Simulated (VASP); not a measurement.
A run of VASP 6.6.1:

File POSCAR:

```
MnO
1.0
    0.0000000000      4.4460000000      4.4460000000
    2.2230000000      0.0000000000      2.2230000000
    2.2230000000      2.2230000000      0.0000000000
Mn O
2 2
Direct
    0.0000000000      0.0000000000      0.0000000000
    0.5000000000      0.0000000000      0.0000000000
    0.2500000000      0.5000000000      0.5000000000
    0.7500000000      0.5000000000      0.5000000000
```

The input INCAR.step1:

```
SYSTEM = MnO
ALGO = Normal ; EDIFF = 1E-4
ENCUT = 520 ; GGA = PE
ISMEAR = -1 ; ISPIN = 2
LASPH = .True. ; LCHARG = .False.
LMAXMIX = 4 ; LREAL = .False.
LWAVE = .True. ; MAGMOM = 4.5 4.5 0 0
NBANDS = 31 ; NELM = 150
PREC = Accurate ; SIGMA = 0.05
```

Contents of INCAR.step2:

```
SYSTEM = MnO
ALGO = Normal ; EDIFF = 1E-6
ENCUT = 520 ; ISIF = 2
ISMEAR = -1 ; ISPIN = 2
ISTART = 1 ; LASPH = .True.
LCHARG = .False. ; LMAXMIX = 4
LMIXTAU = .True. ; LORBIT = 11
LREAL = .False. ; LWAVE = .False.
MAGMOM = 4.5 4.5 0 0 ; METAGGA = R2SCAN
NBANDS = 31 ; NELM = 150
PREC = Accurate ; SIGMA = 0.05
```

KPOINTS

```
k-points
0
Gamma
  4 8 8
  0 0 0
```

Potentials or basis: VASP PAW PBE potentials, release 64 (Mn_pv, O).

Run with:

```console
$ cat potpaw_PBE.64/Mn_pv/POTCAR potpaw_PBE.64/O/POTCAR > POTCAR
$ cp INCAR.step1 INCAR
$ mpirun -np 1 vasp_std > vasp.out
$ cp INCAR.step2 INCAR
$ mpirun -np 1 vasp_std > vasp.out
```

Hardware: 1 thread of Intel(R) Xeon(R) 6975P-C (Granite Rapids), with other jobs on the host.

How long does it take, and how much memory?

It took 110 s on 1 thread of Intel(R) Xeon(R) 6975P-C (Granite Rapids), on a shared host, peak memory 0.24 GiB. Counts: k points 35.
